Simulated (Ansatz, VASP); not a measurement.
# Ca in VASP and in Ansatz

File INCAR:

```
  ALGO = Normal
  EDIFF = 1E-8
  ENCUT = 520
  GGA = PE
  ISIF = 2
  ISMEAR = -1
  LASPH = True
  LCHARG = False
  LEFG = True
  LREAL = False
  LWAVE = False
  NBANDS = 11
  NELM = 100
  PREC = Accurate
  SIGMA = 0.05
```

KPOINTS

```
k-points
0
Gamma
  10 10 10
```

Contents of POSCAR:

```
Ca
1.0
   -2.2400000000      2.2400000000      2.2400000000
    2.2400000000     -2.2400000000      2.2400000000
    2.2400000000      2.2400000000     -2.2400000000
Ca
1
Direct
    0.0000000000      0.0000000000      0.0000000000
```

Input for Ansatz:

```yaml
crystal:
  lattice:
    - [-2.24, 2.24, 2.24]
    - [2.24, -2.24, 2.24]
    - [2.24, 2.24, -2.24]
  atoms:
    - { symbol: Ca, position: [0.0, 0.0, 0.0] }
kpoints:
  mp_grid: { grid: [10, 10, 10] }
  band_path:
    path:
      - [0.0, 0.0, 0.0]
      - [0.5, -0.5, 0.5]
      - [0.0, 0.0, 0.5]
      - [0.0, 0.0, 0.0]
      - [0.25, 0.25, 0.25]
      - [0.5, -0.5, 0.5]
      - [0.25, 0.25, 0.25]
      - [0.0, 0.0, 0.5]
    npoints: 8
scf:
  occupations: { method: fermi_dirac, width: 0.05 }
hamiltonian:
  xc: pbe
  pseudopotentials: { kind: all_electron, datasets: crystal }
output:
  forces: true
  stress: true
  eigenvalues: true
  efg: { contact_densities: true }
```

Alike in both runs: task electric field gradients; functional PBE; k mesh 10 × 10 × 10; occupations fermi-dirac, width 0.05 eV; no spin polarisation.

|  | VASP | Ansatz |
| --- | --- | --- |
| version | VASP 6.6.1 | Ansatz 0.2.0 |
| potentials or method | VASP PAW PBE potentials, release 64 (Ca_sv), cutoff 520 eV | all-electron PAW with datasets made for the crystal, scalar-relativistic |

```tsv
	VASP	Ansatz	Ansatz less VASP
pressure (GPa)	-1.0	-1.0	-0.01
```

Ansatz ran all-electron here, and VASP with PAW potentials.
